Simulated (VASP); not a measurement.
Runs of VASP 6.6.1 on BaTiO3. The structure is that of space group Pm-3m (No. 221), or close to it. The cells are those of the table. 

```csv
task,cell,gap on the mesh (eV),pressure (GPa)
electric field gradients,"a = 4.007, b = 4.007, c = 4.128 Å, 5 atoms",1.62,-1.4
single point,"a = 3.953 Å, 5 atoms",(a),11.1
electric field gradients,"a = 4.007, b = 4.007, c = 3.927 Å, 5 atoms",(b),7.1
electric field gradients,"a = 4.007, b = 4.007, c = 4.047 Å, 5 atoms",1.70,1.6
single point,"a = 4.007, b = 4.007, c = 4.128 Å, 5 atoms",1.62,-1.4
```

Alike in all rows: level PBE; potentials or basis VASP PAW PBE potentials, release 64 (Ba_sv, Ti_sv, O); no spin polarisation; k mesh 8 × 8 × 8; cutoff (eV) 520; smearing fermi-dirac 0.05 eV.

Estimate the missing entries.

(a) 1.82; (b) 1.74.

Caveats: spin-orbit coupling is left out, which moves the levels of the heavy elements.

A k mesh can miss the band edges, and the runs leave out spin-orbit coupling on Ba.
